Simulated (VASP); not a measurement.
# GaSb (CsCl type) (Pm-3m) in VASP: density of states with PBE

Aim: the density of states of GaSb (CsCl type) with PBE.

All numbers are computed with VASP 6.6.1; they aren't measurements. Logs are shortened: lines on timing, memory, paths and dates and some standing lists are left out, and cuts for length are marked.

## 1. The cell of the first run

It takes space group Pm-3m (No. 221, cubic). Conventional cell: a = 2.960 Å, b = 2.960 Å, c = 2.960 Å, α = 90.00°, β = 90.00°, γ = 90.00°. Within 3.4 Å of Ga (site symmetry m-3m) lie 8 Sb at 2.56 Å and 6 Ga at 2.96 Å. Sb (site symmetry m-3m) has 8 Ga at 2.56 Å and 6 Sb at 2.96 Å within 3.4 Å.

## 2. Density of states, PBE (volume scaled by 0.55)

Input file POSCAR:

```
GaSb
1.0
    2.9595525907      0.0000000000      0.0000000000
    0.0000000000      2.9595525907      0.0000000000
    0.0000000000      0.0000000000      2.9595525907
Ga Sb
1 1
Direct
    0.0000000000      0.0000000000      0.0000000000
    0.5000000000      0.5000000000      0.5000000000
```

Input file INCAR.step1:

```
SYSTEM = GaSb
PREC = Accurate
ENCUT = 520
EDIFF = 1E-6
ISMEAR = -1
SIGMA = 0.1
LREAL = .False.
LASPH = .True.
NELM = 100
ALGO = Normal
ISIF = 2
LWAVE = .False.
LCHARG = .True.
GGA = PE
NBANDS = 16
```

Input file KPOINTS.step1:

```
regular mesh
0
Gamma
  13 13 13
  0 0 0
```

Input file INCAR.step2:

```
SYSTEM = GaSb
PREC = Accurate
ENCUT = 520
EDIFF = 1E-6
ISMEAR = -5
SIGMA = 0.1
LREAL = .False.
LASPH = .True.
NELM = 100
ALGO = Normal
ISIF = 2
LWAVE = .False.
LCHARG = .False.
GGA = PE
LORBIT = 11
NBANDS = 16
NEDOS = 1001
ICHARG = 11
```

Input file KPOINTS.step2:

```
regular mesh
0
Gamma
  20 20 20
  0 0 0
```

Potentials or basis: VASP PAW PBE potentials, release 64 (Ga_d, Sb).

Started as:

```bash
> cat potpaw_PBE.64/Ga_d/POTCAR potpaw_PBE.64/Sb/POTCAR > POTCAR
> cp INCAR.step1 INCAR
> cp KPOINTS.step1 KPOINTS
> mpirun -np 1 vasp_std > vasp.out
> cp INCAR.step2 INCAR
> cp KPOINTS.step2 KPOINTS
> mpirun -np 1 vasp_std > vasp.out
```

OUTCAR:

```text
SYSTEM = GaSb
   PREC = Accurate
   ENCUT = 520
   EDIFF = 1E-6
   ISMEAR = -5
   LREAL = .False.
   LASPH = .True.
   NELM = 100
   ISIF = 2
   GGA = PE
   LORBIT = 11
   ICHARG = 11

 ion  position               nearest neighbor table
   1  0.000  0.000  0.000-   2 2.56   2 2.56   2 2.56   2 2.56   2 2.56   2 2.56   2 2.56   2 2.56

   2  0.500  0.500  0.500-   1 2.56   1 2.56   1 2.56   1 2.56   1 2.56   1 2.56   1 2.56   1 2.56

  LATTYP: Found a simple cubic cell.
 ALAT       =     2.9595525907

  Lattice vectors:

 A1 = (   2.9595525907,   0.0000000000,   0.0000000000)
 A2 = (   0.0000000000,   2.9595525907,   0.0000000000)
 A3 = (   0.0000000000,   0.0000000000,   2.9595525907)

Analysis of symmetry for initial positions (statically):
=====================================================================
 Subroutine PRICEL returns:
 Original cell was already a primitive cell.

 Routine SETGRP: Setting up the symmetry group for a
 simple cubic supercell.

 Subroutine GETGRP returns: Found 48 space group operations
[... 9 lines left out ...]

 Routine SETGRP: Setting up the symmetry group for a
 simple cubic supercell.

 Subroutine GETGRP returns: Found 48 space group operations
[... 11 lines left out ...]
                                     Primitive cell

  volume of cell :      25.9226

  direct lattice vectors                    reciprocal lattice vectors
     2.959552591  0.000000000  0.000000000     0.337888910  0.000000000  0.000000000
     0.000000000  2.959552591  0.000000000     0.000000000  0.337888910  0.000000000
     0.000000000  0.000000000  2.959552591     0.000000000  0.000000000  0.337888910

  length of vectors
     2.959552591  2.959552591  2.959552591     0.337888910  0.337888910  0.337888910

  position of ions in fractional coordinates (direct lattice)
     0.000000000  0.000000000  0.000000000
     0.500000000  0.500000000  0.500000000

  ion indices of the primitive-cell ions
   primitive index   ion index
                 1           1
                 2           2

----------------------------------------------------------------------------------------

 KPOINTS: regular mesh

Automatic generation of k-mesh.
 Grid dimensions read from file:
 generate k-points for:   20   20   20

 Generating k-lattice:

  Cartesian coordinates                     Fractional coordinates (reciprocal lattice)
     0.016894446  0.000000000  0.000000000     0.050000000  0.000000000  0.000000000
     0.000000000  0.016894446  0.000000000     0.000000000  0.050000000  0.000000000
     0.000000000  0.000000000  0.016894446     0.000000000  0.000000000  0.050000000

  Length of vectors
     0.016894446  0.016894446  0.016894446

  Shift w.r.t. Gamma in fractional coordinates (k-lattice)
     0.000000000  0.000000000  0.000000000

 TETIRR: Found   3982 inequivalent tetrahedra from    48000

 Subroutine IBZKPT returns following result:
 ===========================================

 Found    286 irreducible k-points:

 Following reciprocal coordinates:
            Coordinates               Weight
  0.000000  0.000000  0.000000      1.000000
  0.050000  0.000000  0.000000      6.000000
  0.100000  0.000000  0.000000      6.000000
  0.150000  0.000000  0.000000      6.000000
  0.200000  0.000000  0.000000      6.000000
  0.250000  0.000000  0.000000      6.000000
[... 16 lines left out ...]
  0.150000  0.100000  0.000000     24.000000
  0.200000  0.100000  0.000000     24.000000
 [... further k-points ...]
   k-points           NKPTS =    286   k-points in BZ     NKDIM =    286   number of bands    NBANDS=     16
   number of dos      NEDOS =   1001   number of ions     NIONS =      2
   total plane-waves  NPLWV =  13824
   dimension x,y,z NGX =    24 NGY =   24 NGZ =   24
   dimension x,y,z NGXF=    48 NGYF=   48 NGZF=   48
   ions per type =               1   1
   NGX,Y,Z   is equivalent  to a cutoff of  13.48, 13.48, 13.48 a.u.
   NGXF,Y,Z  is equivalent  to a cutoff of  26.96, 26.96, 26.96 a.u.
 SYSTEM =  GaSb
   PREC   = accura    normal or accurate (medium, high low for compatibility)
   ISTART =      0    job   : 0-new  1-cont  2-samecut
   ICHARG =     11    charge: 1-file 2-atom 10-const
   ISPIN  =      1    spin polarized calculation?
   LNONCOLLINEAR =      F non collinear calculations
   LSORBIT =      F    spin-orbit coupling
   LASPH  =      T    aspherical Exc in radial PAW
   ENCUT  =  520.0 eV  38.22 Ry    6.18 a.u.   5.50  5.50  5.50*2*pi/ulx,y,z
   NELM   =    100;   NELMIN=  2; NELMDL=  0     # of ELM steps
   EDIFF  = 0.1E-05   stopping-criterion for ELM
   LREAL  =      F    real-space projection
[... 7 lines left out ...]
   TEBEG  =    0.0;   TEEND  =   0.0 temperature during run
   PSTRESS=    0.0 pullay stress
   NELECT =      18.0000    total number of electrons
   NUPDOWN=      -1.0000    fix difference up-down
   EMIN   =  10.00;   EMAX   =-10.00  energy-range for DOS
   EFERMI =   0.00;   METHOD = LEGACY
   ISMEAR =    -5;   SIGMA  =   0.10  broadening in eV -4-tet -1-fermi 0-gaus
   EFERMI_NEDOS =   21; number of points for ismear=-14 and -15
   IALGO  =     38    algorithm
   IMIX   =      4    mixing-type and parameters
     AMIX     =   0.40;   BMIX     =  1.00
     AMIX_MAG =   1.60;   BMIX_MAG =  1.00
  volume/ion in A,a.u.               =      12.96        87.47
  Fermi-wavevector in a.u.,A,eV,Ry     =   1.449683  2.739503 28.593728  2.101580
  Thomas-Fermi vector in A             =   2.567381
   LORBIT       =     11    0 simple, 1 ext, 2 COOP (PROOUT), +10 PAW based schemes
   GGA     = PE    functional components
   LHFCALC =     F    Hartree Fock is set to
   AEXX    =    0.0000 exact exchange contribution
   IVDW    =     0    specifies the selected vdW correction
   LEPSILON=     F    determine dielectric tensor
   LRPA    =     F    only Hartree local field effects (RPA)
 non-spin polarized calculation
 Fermi weights with tetrahedron method with Bloechl corrections
  energy-cutoff  :      520.00
  volume of cell :       25.92
 maximum number of plane-waves:       739
 NGX is ok and might be reduce to    24

 number of electron      17.9999982 magnetization

 Free energy of the ion-electron system (eV)
  ---------------------------------------------------
  ext. energy  EPLUGINS =         0.00000000
  ---------------------------------------------------
  free energy    TOTEN  =        -2.03003177 eV

  energy without entropy =       -2.03003177  energy(sigma->0) =       -2.03003177

 E-fermi :  15.9299     XC(G=0): -13.4412

 val. band max:       16.0165612833   @ k =   0.5000   0.4000   0.4000
 cond. band min:      15.6950729732   @ k =   0.3500   0.3000   0.1500
 fundamental gap:     -0.3214883101
 Fermi energy:        15.9298512044

 k-point     1 :       0.0000    0.0000    0.0000
  band No.  band energies     occupation
      1      -2.2202      2.00000
      2      -0.2280      2.00000
      3      -0.2280      2.00000
      4       0.0748      2.00000
      5       0.0748      2.00000
      6       0.0748      2.00000
[... 8 lines left out ...]
     15      31.1592      0.00000
     16      31.9688      0.00000

 k-point     2 :       0.0500    0.0000    0.0000
  band No.  band energies     occupation
      1      -2.1744      2.00000
      2      -0.2276      2.00000
      3      -0.2230      2.00000
      4       0.0705      2.00000
      5       0.0705      2.00000
      6       0.0746      2.00000
[... 8 lines left out ...]
     15      30.6422      0.00000
     16      31.4956      0.00000

 k-point     3 :       0.1000    0.0000    0.0000
  band No.  band energies     occupation
      1      -2.0369      2.00000
      2      -0.2263      2.00000
      3      -0.2081      2.00000
      4       0.0582      2.00000
      5       0.0582      2.00000
      6       0.0740      2.00000
[... 8 lines left out ...]
     15      29.6347      0.00000
     16      30.4744      0.00000

 k-point     4 :       0.1500    0.0000    0.0000
  band No.  band energies     occupation
      1      -1.8092      2.00000
      2      -0.2243      2.00000
      3      -0.1835      2.00000
      4       0.0392      2.00000
      5       0.0392      2.00000
      6       0.0731      2.00000
[... 8 lines left out ...]
     15      28.5509      0.00000
     16      29.3171      0.00000

 k-point     5 :       0.2000    0.0000    0.0000
  band No.  band energies     occupation
      1      -1.4942      2.00000
      2      -0.2218      2.00000
      3      -0.1487      2.00000
      4       0.0154      2.00000
      5       0.0154      2.00000
      6       0.0720      2.00000
[... 8 lines left out ...]
     15      27.4941      0.00000
     16      28.1299      0.00000

 k-point     6 :       0.2500    0.0000    0.0000
  band No.  band energies     occupation
      1      -1.1007      2.00000
      2      -0.2190      2.00000
      3      -0.0984      2.00000
      4      -0.0107      2.00000
      5      -0.0107      2.00000
      6       0.0707      2.00000
[... 8 lines left out ...]
     15      26.4939      0.00000
     16      27.1067      0.00000
[... 267 lines left out ...]
 k-point    21 :       0.5000    0.0500    0.0000
  band No.  band energies     occupation
      1      -0.2053      2.00000
      2      -0.1376      2.00000
      3      -0.1155      2.00000
      4      -0.0909      2.00000
      5       0.0645      2.00000
      6       1.8851      2.00000
[... 8 lines left out ...]
     15      23.3120      0.00000
     16      32.9266      0.00000

 k-point    22 :       0.1000    0.1000    0.0000
  band No.  band energies     occupation
      1      -1.8559      2.00000
      2      -0.2153      2.00000
      3      -0.1969      2.00000
      4       0.0441      2.00000
      5       0.0508      2.00000
      6       0.0658      2.00000
[... 8 lines left out ...]
     15      29.6539      0.00000
     16      29.6839      0.00000

 k-point    23 :       0.1500    0.1000    0.0000
  band No.  band energies     occupation
      1      -1.6320      2.00000
      2      -0.2104      2.00000
      3      -0.1750      2.00000
      4       0.0294      2.00000
      5       0.0356      2.00000
      6       0.0630      2.00000
[... 8 lines left out ...]
     15      28.8135      0.00000
     16      29.7461      0.00000

 k-point    24 :       0.2000    0.1000    0.0000
  band No.  band energies     occupation
      1      -1.3249      2.00000
      2      -0.2067      2.00000
      3      -0.1428      2.00000
      4       0.0143      2.00000
      5       0.0164      2.00000
      6       0.0617      2.00000
[... 8 lines left out ...]
     15      27.7898      0.00000
     16      29.9951      0.00000

 [... further k-points ...]

------------------------ aborting loop because EDIFF is reached ----------------------------------------

  FORCE on cell =-STRESS in cart. coord.  units (eV):
  Direction    XX          YY          ZZ          XY          YZ          ZX
  --------------------------------------------------------------------------------------
  -------------------------------------------------------------------------------------
  Total       20.8660428     20.8660428     20.8660428     -0.0000000      0.0000000     -0.0000000
  in kB     1289.6518683   1289.6518683   1289.6518683     -0.0000000      0.0000000     -0.0000000
  external PRESSURE =    1289.6518683 kB  Pullay stress =       0.0000000 kB

 VOLUME and BASIS-vectors are now :
 -----------------------------------------------------------------------------
  energy-cutoff  :      520.00
  volume of cell :       25.92
      direct lattice vectors                 reciprocal lattice vectors
     2.959552591  0.000000000  0.000000000     0.337888910  0.000000000  0.000000000
     0.000000000  2.959552591  0.000000000     0.000000000  0.337888910  0.000000000
     0.000000000  0.000000000  2.959552591     0.000000000  0.000000000  0.337888910

 POSITION                                       TOTAL-FORCE (eV/Angst)
 -----------------------------------------------------------------------------------
      0.00000      0.00000      0.00000         0.000000      0.000000      0.000000
      1.47978      1.47978      1.47978         0.000000      0.000000      0.000000
 -----------------------------------------------------------------------------------
    total drift:                               -0.000000      0.000000      0.000000

  FREE ENERGIE OF THE ION-ELECTRON SYSTEM (eV)
  ---------------------------------------------------
  free  energy   TOTEN  =        -2.0300317741 eV

  energy  without entropy=       -2.0300317741  energy(sigma->0) =       -2.03003177

 total charge

# of ion       s       p       d       tot
------------------------------------------
    1        1.091   1.041  10.136  12.268
    2        1.229   1.411   0.182   2.821
--------------------------------------------------
tot          2.319   2.452  10.318  15.089
```

It took 32 s on 1 thread of Intel Xeon 6975P-C (Granite Rapids), shared host; peak memory 0.24 GiB.

Results:

```yaml
Valence_electrons_inside_the_program's_atomic_spheres: Ga 12.27; Sb 2.82
```

Levels at points of the mesh, in eV from the Fermi level:
```tsv
k point	band 6	band 7	band 8	band 9	band 10	band 11	band 12	band 13
(0.00, 0.00, 0.00)	-15.86	-1.46	-1.46	-1.46	2.73	3.68	3.68	15.23
(0.50, 0.00, 0.00)	-14.11	-12.42	3.37	3.37	4.65	4.65	5.84	6.58
(0.50, 0.50, 0.00)	-9.00	-9.00	-8.93	-6.60	6.19	6.96	7.86	7.86
(0.50, 0.50, 0.50)	-5.63	-4.26	-4.26	-4.26	-2.88	-2.81	-2.81	-2.81
```

Caveat: spin-orbit coupling is left out, which moves the levels of the heavy elements; tetrahedron occupations give inexact forces and stress in metals.
